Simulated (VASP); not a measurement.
Set up this calculation in VASP 6.6.1, as the native input.

| Quantity | Value |
| --- | --- |
| Task | single point |
| Functional | PBEsol |
| Potentials or basis | VASP PAW PBE potentials, release 64 (Si) |
| Cutoff | 520 eV |
| k mesh | 2 × 2 × 2 |
| Occupations | gaussian, width 0.02 eV |
| Spin | no spin polarisation |
| Dipole correction | no |
| Further INCAR settings | LREAL = Auto; ALGO = Normal; EDIFF = 1e-06; NBANDS = 48 |

The structure of Si (a cell with a defect) lies in POSCAR:

```
Si
1.0
    0.0000000000      5.4300000000      5.4300000000
    5.4300000000      0.0000000000      5.4300000000
    5.4300000000      5.4300000000      0.0000000000
Si
17
Direct
    0.0004867403     -0.0003620626     -0.0001677716
    0.1235385820      0.1225720994      0.1225993554
   -0.0024681400     -0.0030257827      0.5026756906
    0.1234294659      0.1227289134      0.6310839779
   -0.0024909761      0.5026235727     -0.0030066298
    0.1233993554      0.6308943831      0.1228520258
   -0.0025578269      0.5027252302      0.5028324125
    0.1265804788      0.6244081031      0.6244707182
    0.5036809392     -0.0034476059     -0.0034096685
    0.6317523941      0.1225398711      0.1227118785
    0.5035558011     -0.0032795580      0.5028953959
    0.6252819521      0.1262760589      0.6240808471
    0.5035014733      0.5027197053     -0.0031453039
    0.6252636280      0.6240037753      0.1262813076
    0.5003279006      0.4998542357      0.4998809392
    0.6252057090      0.6241594843      0.6243267035
    1.2506949355      0.2495702578      0.2497610497
```

These files were run (other wordings do the same):

INCAR

```
SYSTEM = Si
  PREC = Accurate
  ENCUT = 520
  EDIFF = 1E-6
  ISMEAR = 0
  SIGMA = 0.02
  LREAL = Auto
  LASPH = .True.
  NELM = 60
  ALGO = Normal
  ISIF = 2
  LWAVE = .False.
  LCHARG = .False.
  GGA = PS
  NBANDS = 48
```

KPOINTS

```
regular mesh
0
Gamma
  2 2 2
  0 0 0
```

Potentials or basis: VASP PAW PBE potentials, release 64 (Si).

Command:

```sh
$ cat potpaw_PBE.64/Si/POTCAR > POTCAR
$ mpirun -np 1 vasp_std > vasp.out
```

Results of the run:

The pressure is 3.5 GPa, the largest force is 0.020 eV/Å and the band gap on the k mesh is zero (bands 34 and 35 overlap by 0.25 eV).

Caveat: the k points lie up to 0.50 Å⁻¹ apart; the PAW data sets were made with another functional, which shifts forces and pressure a little.

It took 6.5 min on 1 thread of Intel Xeon 8259CL (shared host), peak memory 0.46 GiB.
